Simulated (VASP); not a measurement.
ZnO, 4 atoms in the cell. It takes space group P6_3/mmc (No. 194, hexagonal). Conventional cell: a = 3.189 Å, b = 3.189 Å, c = 6.917 Å, α = 90.00°, β = 90.00°, γ = 120.00°. Zn (site symmetry -6m2) has 3 O at 1.84 Å within 2.4 Å. O (site symmetry -6m2) has 3 Zn at 1.84 Å within 2.4 Å.  This cell differs from its parent crystal: strain -0.030 along x and y, -0.030 along z.

* Program: VASP 6.6.1
* Task: single point
* Functional: LDA
* Potentials or basis: VASP PAW LDA potentials, release 64 (Zn, O)
* Cutoff: 520 eV
* k mesh: 9 × 9 × 4
* Occupations: gaussian, width 0.05 eV
* Spin: no spin polarisation
* Dipole correction: no
* Further INCAR settings: ALGO = Normal; EDIFF = 1e-07; NBANDS = 26

Potentials or basis: VASP PAW LDA potentials, release 64 (Zn, O).

Run with:

```console
$ cat potpaw_LDA.64/Zn/POTCAR potpaw_LDA.64/O/POTCAR > POTCAR
$ mpirun -np 1 vasp_std > vasp.out
```

Hardware: 1 thread of Intel Xeon 8259CL (shared host).

Task: How long does it take, and how much memory?

Result: Wall time 53 s on 1 thread of Intel Xeon 8259CL (shared host), peak memory 0.18 GiB. Counts: scf iterations 16, k points 36.
